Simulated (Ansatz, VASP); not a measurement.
**Two plane-wave programs on Ta2N**

INCAR

```
ALGO = Normal
EDIFF = 1E-6
ENCUT = 520
GGA = CA
ISIF = 2
ISMEAR = 0
LASPH = T
LCHARG = T
LELF = T
LREAL = F
LVHAR = T
LWAVE = F
NBANDS = 20
NELM = 100
PREC = Accurate
SIGMA = 0.15
```

File KPOINTS:

```
k-points
0
Gamma
  18 18 10
```

File POSCAR:

```
Ta2N
1.0
    3.0342993158      0.0000000000      0.0000000000
   -1.5171496579      2.6277802902      0.0000000000
    0.0000000000      0.0000000000      5.0044698616
Ta N
2 1
Direct
    0.6666666667      0.3333333333      0.7466885012
    0.3333333333      0.6666666667      0.2533114988
    0.0000000000      0.0000000000      0.0000000000
```

Input for Ansatz:

```yaml
crystal:
  lattice:
    - [3.0342993158, 0.0, 0.0]
    - [-1.5171496579, 2.6277802902, 0.0]
    - [0.0, 0.0, 5.0044698616]
  atoms:
    - { symbol: Ta, position: [0.6666666667, 0.3333333333, 0.7466885012] }
    - { symbol: Ta, position: [0.3333333333, 0.6666666667, 0.2533114988] }
    - { symbol: "N", position: [0.0, 0.0, 0.0] }
basis:
  ecutwfc: 520.0
kpoints:
  mp_grid: { grid: [18, 18, 10] }
hamiltonian:
  xc: lda
  pseudopotentials: { kind: paw, azcp: { folder: soft_1 } }
scf:
  occupations: { method: gaussian, width: 0.15 }
output:
  forces: true
  stress: true
  eigenvalues: true
```

Alike in both runs: task single point; functional LDA; k mesh 18 × 18 × 10; occupations gaussian, width 0.15 eV; no spin polarisation.

|  | VASP | Ansatz |
| --- | --- | --- |
| version | VASP 6.6.1 | Ansatz 0.2.0 |
| potentials or method | VASP PAW LDA potentials, release 64 (Ta_pv, N), cutoff 520 eV | scalar-relativistic, plane waves, PAW |
| valence electrons in the cell | 27 | 31 |

|  | VASP | Ansatz | Ansatz less VASP |
| --- | --- | --- | --- |
| gap on the k mesh at the Fermi level (eV) | none | none | - |
| pressure (GPa) | -6.2 | -7.6 | -1.42 |
| traceless stress, the component that is largest in VASP (GPa) | -7.18 | -7.07 | +0.115 |
| rms of the force components (eV/Å) | 0.119 | 0.096 | -0.0233 |

Ansatz warns that its potentials were made for another functional, while VASP's fit it. LDA's correlation is that of Perdew and Zunger in VASP and of Perdew and Wang (1992) in Ansatz. Atom by atom the forces differ by 0.023 eV/Å (rms over components). A gap of «none» marks a metal or a gap that the smearing closes. VASP's potentials hold 27 valence electrons a cell and Ansatz's 31, so a difference there can come from the potentials and not from the codes.

Spin-orbit coupling is off throughout.
